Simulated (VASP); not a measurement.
BN, 2 atoms in the cell. It takes space group R3m (No. 160, trigonal). The conventional cell has a = 2.543 Å, b = 2.543 Å, c = 6.324 Å, α = 90.00°, β = 90.00°, γ = 120.00°. Within 2.1 Å of B (site symmetry 3m) lie 4 N at 1.56 to 1.58 Å. Within 2.1 Å of N (site symmetry 3m) lie 4 B at 1.56 to 1.58 Å.  This cell differs from its parent crystal: equal xy, yz and zx shear strains of +1 %.

```yaml
Program: VASP 6.6.1
Task: electric field gradients
Functional: PBEsol
Potentials_or_basis: VASP PAW PBE potentials, release 64 (B, N)
Cutoff: 520 eV
k_mesh: 13 × 13 × 13
Occupations: fermi-dirac, width 0.03 eV
Spin: no spin polarisation
Dipole_correction: no
Further_INCAR_settings: ALGO = Normal; EDIFF = 1e-08; NBANDS = 11
```

Potentials or basis: VASP PAW PBE potentials, release 64 (B, N).

The run is started by

```sh
$ cat potpaw_PBE.64/B/POTCAR potpaw_PBE.64/N/POTCAR > POTCAR
$ mpirun -np 1 vasp_std > vasp.out
```

Hardware: 1 thread of Intel Xeon 8259CL, on a shared host.

Q: Estimate the wall time of this run.

A: Wall time 40 s on 1 thread of Intel Xeon 8259CL, on a shared host, peak memory 0.14 GiB. Counts: scf iterations 13, k points 231.
